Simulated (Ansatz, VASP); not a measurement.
Two plane-wave programs on Rb4SrSn

Contents of INCAR:

```
PREC     = Accurate       # precision mode
ENCUT    = 520            # plane-wave cutoff, eV
EDIFF    = 1E-6           # SCF threshold, eV
ISMEAR   = 0              # smearing method
SIGMA    = 0.1            # smearing width, eV
LREAL    = False          # projectors in reciprocal space
LASPH    = True           # aspherical terms in the spheres
NELM     = 100            # most SCF steps
ALGO     = Fast           # electronic algorithm
ISIF     = 2              # what is computed and relaxed
LWAVE    = False          # write WAVECAR
LCHARG   = False          # write CHGCAR
GGA      = PE             # functional
NBANDS   = 39             # bands
```

KPOINTS

```
Automatic mesh
0
Gamma
  4 4 4
```

Contents of POSCAR:

```
Rb4SrSn
1.0
    0.0000000000      4.8310935400      4.8310935400
    4.8310935400      0.0000000000      4.8310935400
    4.8310935400      4.8310935400      0.0000000000
Rb Sr Sn
4 1 1
Direct
    0.3749076300      0.8752771000      0.3749076300
    0.3749076300      0.3749076300      0.3749076300
    0.8752771000      0.3749076300      0.3749076300
    0.3749076300      0.3749076300      0.8752771000
    0.7500000000      0.7500000000      0.7500000000
    0.0000000000      0.0000000000      0.0000000000
```

Input for Ansatz:

```yaml
crystal:
  lattice:
    - [0.0, 4.83109354, 4.83109354]
    - [4.83109354, 0.0, 4.83109354]
    - [4.83109354, 4.83109354, 0.0]
  atoms:
    - { symbol: Rb, position: [0.37490763, 0.8752771, 0.37490763] }
    - { symbol: Rb, position: [0.37490763, 0.37490763, 0.37490763] }
    - { symbol: Rb, position: [0.8752771, 0.37490763, 0.37490763] }
    - { symbol: Rb, position: [0.37490763, 0.37490763, 0.8752771] }
    - { symbol: Sr, position: [0.75, 0.75, 0.75] }
    - { symbol: Sn, position: [0.0, 0.0, 0.0] }
basis:
  ecutwfc: 420
kpoints:
  mp_grid: { grid: [4, 4, 4] }
hamiltonian:
  xc: pbe
scf:
  occupations: { method: gaussian, width: 0.1 }
  lower_state_search: "off"
output:
  forces: true
  stress: true
  eigenvalues: true
```

Change from the starting cell: species swapped into the TbHoCo4 type (F-43m, No. 216).

Alike in both runs: task single point; functional PBE; k mesh 4 × 4 × 4; occupations gaussian, width 0.1 eV; no spin polarisation.

```csv
,VASP,Ansatz
version,VASP 6.6.1,Ansatz 0.2.0
potentials or method,"VASP PAW PBE potentials, release 64 (Rb_sv, Sr_sv, Sn_d), cutoff 520 eV","scalar-relativistic, plane waves, PAW"
valence electrons in the cell,60,60
```

|  | VASP | Ansatz | Ansatz less VASP |
| --- | --- | --- | --- |
| gap on the k mesh at the Fermi level (eV) | none | none | - |
| pressure (GPa) | 5.2 | 5.1 | -0.04 |
| rms of the force components (eV/Å) | 0.149 | 0.148 | -0.0003 |

Atom by atom the forces differ by 0.000 eV/Å (rms over components). A gap of «none» marks a metal or a gap that the smearing closes.
